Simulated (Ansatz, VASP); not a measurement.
One calculation of Mg, two programs

Contents of INCAR:

```
SYSTEM = Mg
  PREC = Accurate
  ENCUT = 520
  EDIFF = 1E-8
  ISMEAR = -1
  SIGMA = 0.03
  LREAL = .False.
  LASPH = .True.
  NELM = 100
  ALGO = Normal
  ISIF = 2
  LWAVE = .False.
  LCHARG = .False.
  GGA = CA
  LEFG = .True.
  NBANDS = 7
```

Contents of KPOINTS:

```
Automatic mesh
0
Gamma
  19 19 19
  0 0 0
```

POSCAR

```
Mg
1.0
   -1.5060300000      1.5060300000      1.4765000000
    1.5060300000     -1.5060300000      1.4765000000
    1.5060300000      1.5060300000     -1.4765000000
Mg
1
Direct
    0.0000000000      0.0000000000      0.0000000000
```

Input for Ansatz:

```yaml
crystal:
  lattice:
    - [-1.50603, 1.50603, 1.4765]
    - [1.50603, -1.50603, 1.4765]
    - [1.50603, 1.50603, -1.4765]
  atoms:
    - { symbol: Mg, position: [0.0, 0.0, 0.0] }
kpoints:
  mp_grid: { grid: [19, 19, 19] }
scf:
  occupations: { method: fermi_dirac, width: 0.03 }
hamiltonian:
  xc: lda
  pseudopotentials: { kind: all_electron, datasets: crystal }
output:
  forces: true
  stress: true
  eigenvalues: true
  efg: { contact_densities: true }
```

Change from the starting cell: equal xx and yy strain of +2 %, crystal datasets.

Alike in both runs: task electric field gradients; functional LDA; k mesh 19 × 19 × 19; occupations fermi-dirac, width 0.03 eV; no spin polarisation.

|  | VASP | Ansatz |
| --- | --- | --- |
| version | VASP 6.6.1 | Ansatz 0.2.0 |
| potentials or method | VASP PAW LDA potentials, release 64 (Mg), cutoff 520 eV | all-electron PAW with datasets made for the crystal, scalar-relativistic |

```csv
,VASP,Ansatz,Ansatz less VASP
pressure (GPa),47.7,47.5,-0.17
"traceless stress, the component that is largest in VASP (GPa)",0.44,0.44,-0.003
size of Vzz on the site where it differs most (V/Å²),0.8,0.9,+0.07
```

LDA's correlation is that of Perdew and Zunger in VASP and of Perdew and Wang (1992) in Ansatz. Both programs put the cell under a high pressure, so it lies far from rest at this level. Ansatz ran all-electron here, and VASP with PAW potentials.
